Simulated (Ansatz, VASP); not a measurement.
# One calculation of Na2S, two programs

```
Na S
1.0
     0.00000    3.28401    3.28401
     3.28401    0.00000    3.28401
     3.28401    3.28401    0.00000
Na S
2 1
Direct
  0.25000 0.25000 0.25000
  0.75000 0.75000 0.75000
  0.00000 0.00000 0.00000
```

Alike in both runs: task single point; functional PBE; k mesh 8 × 8 × 8; occupations gaussian, width 0.02 eV; no spin polarisation.

|  | VASP | Ansatz |
| --- | --- | --- |
| version | VASP 6.6.1 | Ansatz 0.2.0 |
| potentials or method | VASP PAW PBE potentials, release 64 (Na_pv, S), cutoff 500 eV | scalar-relativistic, plane waves, PAW |
| valence electrons in the cell | 20 | 24 |

```tsv
	VASP	Ansatz	Ansatz less VASP
gap on the k mesh at the Fermi level (eV)	2.45	2.45	+0.002
least direct gap on the mesh (eV)	2.45	2.45	+0.002
pressure (GPa)	0.0	0.0	0.00
```

VASP's potentials hold 20 valence electrons a cell and Ansatz's 24, so a difference there can come from the potentials and not from the codes.
